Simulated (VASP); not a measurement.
# AlAs (F-43m) in VASP: settings compared

The runs below take AlAs through single point, relaxation of cell and atoms, with r2SCAN, PBE.

Everything below comes from runs of VASP 6.6.1. Logs are shortened: lines on timing, memory, paths and dates and some standing lists are left out, and cuts for length are marked.

## Step 1: The cell of the first run

The structure is cubic, space group F-43m (No. 216). The conventional cell has a = 5.676 Å, b = 5.676 Å, c = 5.676 Å, α = 90.00°, β = 90.00°, γ = 90.00°. Al (site symmetry -43m) has 4 As at 2.46 Å within 3.2 Å. Within 3.2 Å of As (site symmetry -43m) lie 4 Al at 2.46 Å.

## Step 2: Single point, r2SCAN

POSCAR reads:

```
AlAs
1.0
    0.0000000000      2.8382236600      2.8382236600
    2.8382236600      0.0000000000      2.8382236600
    2.8382236600      2.8382236600      0.0000000000
Al As
1 1
Direct
    0.0000000000      0.0000000000      0.0000000000
    0.2500000000      0.2500000000      0.2500000000
```

INCAR.step1 reads:

```
PREC = Accurate
ENCUT = 550
ISMEAR = -1
SIGMA = 0.02
LREAL = False
LASPH = True
NELM = 120
NBANDS = 11
GGA = PE
ALGO = Normal
EDIFF = 1E-5
LWAVE = True
LCHARG = False
GGA_COMPAT = False
```

INCAR.step2 reads:

```
PREC = Accurate
ENCUT = 550
EDIFF = 1E-6
ISMEAR = -1
SIGMA = 0.02
LREAL = False
LASPH = True
NELM = 120
ALGO = Normal
ISIF = 2
LWAVE = False
LCHARG = True
METAGGA = R2SCAN
LMIXTAU = True
LELF = True
LVHAR = True
NBANDS = 11
ISTART = 1
GGA_COMPAT = False
```

KPOINTS reads:

```
regular mesh
0
Gamma
  8 8 8
```

Potentials or basis: VASP PAW PBE potentials, release 64 (Al, As).

Command:

```sh
> cat potpaw_PBE.64/Al/POTCAR potpaw_PBE.64/As/POTCAR > POTCAR
> cp INCAR.step1 INCAR
> mpirun -np 1 vasp_std > vasp.out
> cp INCAR.step2 INCAR
> mpirun -np 1 vasp_std > vasp.out
```

OUTCAR:

```text
PREC = Accurate
   ENCUT = 550
   EDIFF = 1E-6
   ISMEAR = -1
   LREAL = False
   LASPH = True
   NELM = 120
   ISIF = 2
   METAGGA = R2SCAN
   ISTART = 1

 ion  position               nearest neighbor table
   1  0.000  0.000  0.000-   2 2.46   2 2.46   2 2.46   2 2.46
   2  0.250  0.250  0.250-   1 2.46   1 2.46   1 2.46   1 2.46

  LATTYP: Found a face centered cubic cell.
 ALAT       =     5.6764473200

  Lattice vectors:

 A1 = (   0.0000000000,   2.8382236600,   2.8382236600)
 A2 = (   2.8382236600,   0.0000000000,   2.8382236600)
 A3 = (   2.8382236600,   2.8382236600,   0.0000000000)

Analysis of symmetry for initial positions (statically):
=====================================================================
 Subroutine PRICEL returns:
 Original cell was already a primitive cell.

 Routine SETGRP: Setting up the symmetry group for a
 face centered cubic supercell.

 Subroutine GETGRP returns: Found 24 space group operations
 (whereof 24 operations were pure point group operations)
 out of a pool of 48 trial point group operations.

The static configuration has the point symmetry T_d .

Analysis of symmetry for dynamics (positions and initial velocities):
=====================================================================
 Subroutine PRICEL returns:
 Original cell was already a primitive cell.

 Routine SETGRP: Setting up the symmetry group for a
 face centered cubic supercell.

 Subroutine GETGRP returns: Found 24 space group operations
 (whereof 24 operations were pure point group operations)
 out of a pool of 48 trial point group operations.

The dynamic configuration has the point symmetry T_d .

 Subroutine INISYM returns: Found 24 space group operations
 (whereof 24 operations are pure point group operations),
 and found     1 'primitive' translations

----------------------------------------------------------------------------------------

                                     Primitive cell

  volume of cell :      45.7267

  direct lattice vectors                    reciprocal lattice vectors
     0.000000000  2.838223660  2.838223660    -0.176166525  0.176166525  0.176166525
     2.838223660  0.000000000  2.838223660     0.176166525 -0.176166525  0.176166525
     2.838223660  2.838223660  0.000000000     0.176166525  0.176166525 -0.176166525

  length of vectors
     4.013854393  4.013854393  4.013854393     0.305129372  0.305129372  0.305129372

  position of ions in fractional coordinates (direct lattice)
     0.000000000  0.000000000  0.000000000
     0.250000000  0.250000000  0.250000000

  ion indices of the primitive-cell ions
   primitive index   ion index
                 1           1
                 2           2

----------------------------------------------------------------------------------------

 KPOINTS: regular mesh

Automatic generation of k-mesh.
 Grid dimensions read from file:
 generate k-points for:    8    8    8

 Generating k-lattice:

  Cartesian coordinates                     Fractional coordinates (reciprocal lattice)
    -0.022020816  0.022020816  0.022020816     0.125000000  0.000000000  0.000000000
     0.022020816 -0.022020816  0.022020816     0.000000000  0.125000000  0.000000000
     0.022020816  0.022020816 -0.022020816     0.000000000  0.000000000  0.125000000

  Length of vectors
     0.038141172  0.038141172  0.038141172

  Shift w.r.t. Gamma in fractional coordinates (k-lattice)
     0.000000000  0.000000000  0.000000000

 Subroutine IBZKPT returns following result:
 ===========================================

 Found     29 irreducible k-points:

 Following reciprocal coordinates:
            Coordinates               Weight
  0.000000  0.000000  0.000000      1.000000
  0.125000  0.000000  0.000000      8.000000
  0.250000  0.000000  0.000000      8.000000
  0.375000  0.000000  0.000000      8.000000
  0.500000  0.000000  0.000000      4.000000
  0.125000  0.125000  0.000000      6.000000
[... 16 lines left out ...]
  0.500000  0.250000  0.125000     48.000000
 -0.375000  0.250000  0.125000     24.000000
 [... further k-points ...]
   k-points           NKPTS =     29   k-points in BZ     NKDIM =     29   number of bands    NBANDS=     11
   number of dos      NEDOS =    301   number of ions     NIONS =      2
   total plane-waves  NPLWV =  32768
   dimension x,y,z NGX =    32 NGY =   32 NGZ =   32
   dimension x,y,z NGXF=    64 NGYF=   64 NGZF=   64
   ions per type =               1   1
   NGX,Y,Z   is equivalent  to a cutoff of  13.25, 13.25, 13.25 a.u.
   NGXF,Y,Z  is equivalent  to a cutoff of  26.51, 26.51, 26.51 a.u.
 SYSTEM =  unknown system
   PREC   = accura    normal or accurate (medium, high low for compatibility)
   ISTART =      1    job   : 0-new  1-cont  2-samecut
   ICHARG =      0    charge: 1-file 2-atom 10-const
   ISPIN  =      1    spin polarized calculation?
   LNONCOLLINEAR =      F non collinear calculations
   LSORBIT =      F    spin-orbit coupling
   LASPH  =      T    aspherical Exc in radial PAW
   ENCUT  =  550.0 eV  40.42 Ry    6.36 a.u.   7.68  7.68  7.68*2*pi/ulx,y,z
   NELM   =    120;   NELMIN=  2; NELMDL=  0     # of ELM steps
   EDIFF  = 0.1E-05   stopping-criterion for ELM
   LREAL  =      F    real-space projection
   EDIFFG = 0.1E-04   stopping-criterion for IOM
   NSW    =      0    number of steps for IOM
   IBRION =     -1    ionic relax: 0-MD 1-quasi-New 2-CG
   NFREE  =      0    steps in history (QN), initial steepest desc. (CG)
   ISIF   =      2    stress and relaxation
   ISYM   =      2    0-nonsym 1-usesym 2-fastsym
   POTIM  = 0.5000    time-step for ionic-motion
   TEBEG  =    0.0;   TEEND  =   0.0 temperature during run
   PSTRESS=    0.0 pullay stress
   NELECT =       8.0000    total number of electrons
   NUPDOWN=      -1.0000    fix difference up-down
   EMIN   =  10.00;   EMAX   =-10.00  energy-range for DOS
   EFERMI =   0.00;   METHOD = LEGACY
   ISMEAR =    -1;   SIGMA  =   0.02  broadening in eV -4-tet -1-fermi 0-gaus
   EFERMI_NEDOS =   21; number of points for ismear=-14 and -15
   IALGO  =     38    algorithm
   IMIX   =      4    mixing-type and parameters
     AMIX     =   0.40;   BMIX     =  1.00
     AMIX_MAG =   1.60;   BMIX_MAG =  1.00
  volume/ion in A,a.u.               =      22.86       154.29
  Fermi-wavevector in a.u.,A,eV,Ry     =   0.915619  1.730269 11.406559  0.838358
  Thomas-Fermi vector in A             =   2.040381
   LORBIT       =      0    0 simple, 1 ext, 2 COOP (PROOUT), +10 PAW based schemes
   METAGGA = R2SCAN    functional components
   LHFCALC =     F    Hartree Fock is set to
   AEXX    =    0.0000 exact exchange contribution
   IVDW    =     0    specifies the selected vdW correction
   LEPSILON=     F    determine dielectric tensor
   LRPA    =     F    only Hartree local field effects (RPA)
 non-spin polarized calculation
  energy-cutoff  :      550.00
  volume of cell :       45.73
 maximum number of plane-waves:      1363
   NGX = 15   NGY = 15   NGZ = 15

 number of electron       8.0000001 magnetization

 Free energy of the ion-electron system (eV)
  ---------------------------------------------------
  ext. energy  EPLUGINS =         0.00000000
  ---------------------------------------------------
  free energy    TOTEN  =       -22.69544176 eV

  energy without entropy =      -22.69544176  energy(sigma->0) =      -22.69544176

 E-fermi :   4.0139     XC(G=0):  -9.4163

 val. band max:        3.5951397331   @ k =   0.0000   0.0000   0.0000
 cond. band min:       5.3995729467   @ k =   0.5000   0.5000   0.0000
 fundamental gap:      1.8044332137
 Fermi energy:         4.0138590896

 k-point     1 :       0.0000    0.0000    0.0000
  band No.  band energies     occupation
      1      -8.6770      2.00000
      2       3.5951      2.00000
      3       3.5951      2.00000
      4       3.5951      2.00000
      5       6.2316      0.00000
      6       8.2904      0.00000
      7       8.2904      0.00000
      8       8.2904      0.00000
      9      13.0999      0.00000
     10      13.0999      0.00000
     11      13.2904      0.00000

 k-point     2 :       0.1250    0.0000    0.0000
  band No.  band energies     occupation
      1      -8.5184      2.00000
      2       2.2090      2.00000
      3       3.4324      2.00000
      4       3.4324      2.00000
      5       6.9095      0.00000
      6       8.5819      0.00000
      7       8.5819      0.00000
      8       8.7463      0.00000
      9      12.5162      0.00000
     10      12.5162      0.00000
     11      14.0046      0.00000

 k-point     3 :       0.2500    0.0000    0.0000
  band No.  band energies     occupation
      1      -8.0789      2.00000
      2       0.1973      2.00000
      3       3.1078      2.00000
      4       3.1078      2.00000
      5       6.6968      0.00000
      6       8.9355      0.00000
      7       8.9355      0.00000
      8      10.6123      0.00000
      9      12.4344      0.00000
     10      12.4344      0.00000
     11      13.7405      0.00000

 k-point     4 :       0.3750    0.0000    0.0000
  band No.  band energies     occupation
      1      -7.5120      2.00000
      2      -1.4062      2.00000
      3       2.8458      2.00000
      4       2.8458      2.00000
      5       6.3438      0.00000
      6       8.8145      0.00000
      7       8.8145      0.00000
      8      11.9291      0.00000
      9      13.8077      0.00000
     10      13.8077      0.00000
     11      14.1007      0.00000
[... 239 lines left out ...]
 k-point    22 :       0.3750    0.2500    0.1250
  band No.  band energies     occupation
      1      -7.7112      2.00000
      2      -0.1866      2.00000
      3       1.6244      2.00000
      4       2.6090      2.00000
      5       7.6005      0.00000
      6       8.3653      0.00000
      7       9.3542      0.00000
      8      10.6337      0.00000
      9      12.3471      0.00000
     10      14.7255      0.00000
     11      16.4441      0.00000

 k-point    23 :       0.5000    0.2500    0.1250
  band No.  band energies     occupation
      1      -7.2011      2.00000
      2      -1.2414      2.00000
      3       1.0343      2.00000
      4       2.2196      2.00000
      5       7.6989      0.00000
      6       8.5196      0.00000
      7       9.8764      0.00000
      8      10.9836      0.00000
      9      13.5716      0.00000
     10      14.8832      0.00000
     11      16.5539      0.00000

 k-point    24 :      -0.3750    0.2500    0.1250
  band No.  band energies     occupation
      1      -6.9384      2.00000
      2      -1.7403      2.00000
      3       0.8840      2.00000
      4       2.0311      2.00000
      5       7.6904      0.00000
      6       8.2893      0.00000
      7      10.7909      0.00000
      8      11.7799      0.00000
      9      12.5924      0.00000
     10      15.3354      0.00000
     11      16.7024      0.00000

 [... further k-points ...]

------------------------ aborting loop because EDIFF is reached ----------------------------------------

  FORCE on cell =-STRESS in cart. coord.  units (eV):
  Direction    XX          YY          ZZ          XY          YZ          ZX
  --------------------------------------------------------------------------------------
  -------------------------------------------------------------------------------------
  Total        0.0049164      0.0049164      0.0049164      0.0000000      0.0000000      0.0000000
  in kB        0.1722604      0.1722604      0.1722604      0.0000000      0.0000000      0.0000000
  external PRESSURE =       0.1722604 kB  Pullay stress =       0.0000000 kB

 VOLUME and BASIS-vectors are now :
 -----------------------------------------------------------------------------
  energy-cutoff  :      550.00
  volume of cell :       45.73
      direct lattice vectors                 reciprocal lattice vectors
     0.000000000  2.838223660  2.838223660    -0.176166525  0.176166525  0.176166525
     2.838223660  0.000000000  2.838223660     0.176166525 -0.176166525  0.176166525
     2.838223660  2.838223660  0.000000000     0.176166525  0.176166525 -0.176166525

 POSITION                                       TOTAL-FORCE (eV/Angst)
 -----------------------------------------------------------------------------------
      0.00000      0.00000      0.00000         0.000000      0.000000      0.000000
      1.41911      1.41911      1.41911        -0.000000     -0.000000     -0.000000
 -----------------------------------------------------------------------------------
    total drift:                                0.000000      0.000000      0.000000

  FREE ENERGIE OF THE ION-ELECTRON SYSTEM (eV)
  ---------------------------------------------------
  free  energy   TOTEN  =       -22.6954417601 eV

  energy  without entropy=      -22.6954417601  energy(sigma->0) =      -22.69544176
```

It took 41 s on 1 thread of Intel Xeon Platinum 8488C (Sapphire Rapids), shared host; peak memory 0.19 GiB.

Results:

```
Free energy            : -22.6954 eV
Pressure               : 0.0 GPa
Band gap on the k mesh : 1.80 eV, indirect (least direct gap 2.64 eV)
```

Caveat: the PAW data sets were made with another functional, which shifts forces and pressure a little.

## Step 3: Single point, r2SCAN

This run uses another cell than the first one, of 23.32 Å³/atom, 1.020 times its volume.

POSCAR reads:

```
AlAs
1.0
    0.0000000000      2.8570203900      2.8570203900
    2.8570203900      0.0000000000      2.8570203900
    2.8570203900      2.8570203900      0.0000000000
Al As
1 1
Direct
    0.0000000000      0.0000000000      0.0000000000
    0.2500000000      0.2500000000      0.2500000000
```

INCAR.step1 reads:

```
PREC = Accurate ; ENCUT = 550
ISMEAR = -1 ; SIGMA = 0.02
LREAL = F ; LASPH = T
NELM = 120 ; NBANDS = 11
GGA = PE ; ALGO = Normal
EDIFF = 1E-5 ; LWAVE = T
LCHARG = F ; GGA_COMPAT = F
```

INCAR.step2 reads:

```
PREC = Accurate ; ENCUT = 550
EDIFF = 1E-6 ; ISMEAR = -1
SIGMA = 0.02 ; LREAL = F
LASPH = T ; NELM = 120
ALGO = Normal ; ISIF = 2
LWAVE = F ; LCHARG = F
METAGGA = R2SCAN ; LMIXTAU = T
NBANDS = 11 ; ISTART = 1
GGA_COMPAT = F
```

KPOINTS reads:

```
Automatic mesh
0
Gamma
  8 8 8
```

Potentials or basis: VASP PAW PBE potentials, release 64 (Al, As).

Command:

```sh
> cat potpaw_PBE.64/Al/POTCAR potpaw_PBE.64/As/POTCAR > POTCAR
> cp INCAR.step1 INCAR
> mpirun -np 1 vasp_std > vasp.out
> cp INCAR.step2 INCAR
> mpirun -np 1 vasp_std > vasp.out
```

OUTCAR:

```text
PREC = Accurate
   ENCUT = 550
   EDIFF = 1E-6
   ISMEAR = -1
   LREAL = F
   LASPH = T
   NELM = 120
   ISIF = 2
   METAGGA = R2SCAN
   ISTART = 1

 ion  position               nearest neighbor table
   1  0.000  0.000  0.000-   2 2.47   2 2.47   2 2.47   2 2.47
   2  0.250  0.250  0.250-   1 2.47   1 2.47   1 2.47   1 2.47

  LATTYP: Found a face centered cubic cell.
 ALAT       =     5.7140407800

  Lattice vectors:

 A1 = (   0.0000000000,   2.8570203900,   2.8570203900)
 A2 = (   2.8570203900,   0.0000000000,   2.8570203900)
 A3 = (   2.8570203900,   2.8570203900,   0.0000000000)

Analysis of symmetry for initial positions (statically):
=====================================================================
 Subroutine PRICEL returns:
 Original cell was already a primitive cell.

 Routine SETGRP: Setting up the symmetry group for a
 face centered cubic supercell.

 Subroutine GETGRP returns: Found 24 space group operations
 (whereof 24 operations were pure point group operations)
 out of a pool of 48 trial point group operations.

The static configuration has the point symmetry T_d .

Analysis of symmetry for dynamics (positions and initial velocities):
[... 162 lines left out ...]
 fundamental gap:      1.8337758075
 Fermi energy:         3.8030743678

 k-point     1 :       0.0000    0.0000    0.0000
  band No.  band energies     occupation
      1      -8.7309      2.00000
      2       3.4300      2.00000
      3       3.4300      2.00000
      4       3.4300      2.00000
      5       5.8967      0.00000
      6       8.0875      0.00000
      7       8.0875      0.00000
      8       8.0875      0.00000
      9      12.8956      0.00000
     10      12.8956      0.00000
     11      13.0044      0.00000
[... 309 lines left out ...]
 k-point    24 :      -0.3750    0.2500    0.1250
  band No.  band energies     occupation
      1      -7.0469      2.00000
      2      -1.8325      2.00000
      3       0.7682      2.00000
      4       1.8990      2.00000
      5       7.4743      0.00000
      6       8.0963      0.00000
      7      10.5413      0.00000
      8      11.5316      0.00000
      9      12.3376      0.00000
     10      15.0799      0.00000
     11      16.4025      0.00000

 [... further k-points ...]
[... 5 lines left out ...]
  --------------------------------------------------------------------------------------
  -------------------------------------------------------------------------------------
  Total       -0.4183195     -0.4183195     -0.4183195      0.0000000      0.0000000     -0.0000000
  in kB      -14.3697330    -14.3697330    -14.3697330      0.0000000      0.0000000     -0.0000000
  external PRESSURE =     -14.3697330 kB  Pullay stress =       0.0000000 kB

 VOLUME and BASIS-vectors are now :
 -----------------------------------------------------------------------------
  energy-cutoff  :      550.00
  volume of cell :       46.64
      direct lattice vectors                 reciprocal lattice vectors
     0.000000000  2.857020390  2.857020390    -0.175007501  0.175007501  0.175007501
     2.857020390  0.000000000  2.857020390     0.175007501 -0.175007501  0.175007501
     2.857020390  2.857020390  0.000000000     0.175007501  0.175007501 -0.175007501

 POSITION                                       TOTAL-FORCE (eV/Angst)
 -----------------------------------------------------------------------------------
      0.00000      0.00000      0.00000        -0.000000      0.000000      0.000000
      1.42851      1.42851      1.42851         0.000000     -0.000000     -0.000000
 -----------------------------------------------------------------------------------
    total drift:                                0.000000      0.000000      0.000000

  FREE ENERGIE OF THE ION-ELECTRON SYSTEM (eV)
  ---------------------------------------------------
  free  energy   TOTEN  =       -22.6912643140 eV

  energy  without entropy=      -22.6912643139  energy(sigma->0) =      -22.69126431
```

Run time: 40 s. Hardware: 1 thread of Intel Xeon Platinum 8488C (Sapphire Rapids), shared host; peak memory 0.19 GiB.

Results:

```yaml
Free_energy: -22.6913 eV
Pressure: -1.4 GPa
Band_gap_on_the_k_mesh: 1.83 eV, indirect (least direct gap 2.47 eV)
```

Caveat: the PAW data sets were made with another functional, which shifts forces and pressure a little.

[end of part 1 of 2]
